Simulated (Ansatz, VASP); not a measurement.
# CuO in VASP and in Ansatz

File INCAR:

```
SYSTEM = CuO
  PREC = Accurate
  ENCUT = 520
  EDIFF = 1E-7
  ISMEAR = -1
  SIGMA = 0.05
  LREAL = .FALSE.
  LASPH = .TRUE.
  NELM = 80
  ALGO = Normal
  ISIF = 2
  LWAVE = .FALSE.
  LCHARG = .TRUE.
  GGA = B5
  ALDAX = 1.0
  AGGAX = 1.0
  AGGAC = 1.0
  ALDAC = 0.0
  IVDW = 12
  VDW_S6 = 1.0
  VDW_S8 = 2.6996
  VDW_A1 = 0.4298
  VDW_A2 = 4.2359
  LELF = .TRUE.
  LVHAR = .TRUE.
  NBANDS = 25
```

Contents of KPOINTS:

```
regular mesh
0
G
  10 10 5
  0 0 0
```

Contents of POSCAR:

```
CuO
1.0
    2.3101994985     -1.6881714891      0.0000000000
    2.3101994985      1.6881714891      0.0000000000
   -0.8385391614      0.0000000000      4.9895114286
Cu O
2 2
Direct
    0.5000000000      0.0000000000      0.5000000000
    0.0000000000      0.5000000000      0.0000000000
    0.4184000000      0.5816000000      0.7500000000
    0.5816000000      0.4184000000      0.2500000000
```

input.yaml

```yaml
crystal:
  lattice:
    - [2.3101994985, -1.6881714891, 0.0]
    - [2.3101994985, 1.6881714891, 0.0]
    - [-0.8385391614, 0.0, 4.9895114286]
  atoms:
    - { symbol: Cu, position: [0.5, 0.0, 0.5] }
    - { symbol: Cu, position: [0.0, 0.5, 0.0] }
    - { symbol: O, position: [0.4184, 0.5816, 0.75] }
    - { symbol: O, position: [0.5816, 0.4184, 0.25] }
hamiltonian:
  xc: blyp
  pseudopotentials: { kind: paw }
  dispersion: d3bj
kpoints:
  mp_grid: { grid: [10, 10, 5] }
scf:
  occupations: { method: fermi_dirac, width: 0.05 }
output:
  forces: true
  stress: true
  eigenvalues: true
  write_density: true
  write_potential: true
  elf: true
  volumetric_format: npy
```

Alike in both runs: task single point; functional BLYP; dispersion D3(BJ); k mesh 10 × 10 × 5; occupations fermi-dirac, width 0.05 eV; no spin polarisation.

|  | VASP | Ansatz |
| --- | --- | --- |
| version | VASP 6.6.1 | Ansatz 0.2.0 |
| potentials or method | VASP PAW PBE potentials, release 64 (Cu, O) | Ansatz PAW |
| plane-wave cutoff (eV) | 520 | 420 |
| valence electrons in the cell | 34 | 50 |

|  | VASP | Ansatz | Ansatz less VASP |
| --- | --- | --- | --- |
| gap on the k mesh at the Fermi level (eV) | none | none | - |
| pressure (GPa) | 12.0 | 10.9 | -1.06 |
| traceless stress, the component that is largest in VASP (GPa) | -2.54 | -2.45 | +0.092 |
| rms of the force components (eV/Å) | 0.014 | 0.038 | +0.0241 |

VASP's potentials were made for PBE, not for BLYP. Atom by atom the forces differ by 0.024 eV/Å (rms over components). A gap of «none» marks a metal or a gap that the smearing closes. VASP's potentials hold 34 valence electrons a cell and Ansatz's 50, so a difference there can come from the potentials and not from the codes.
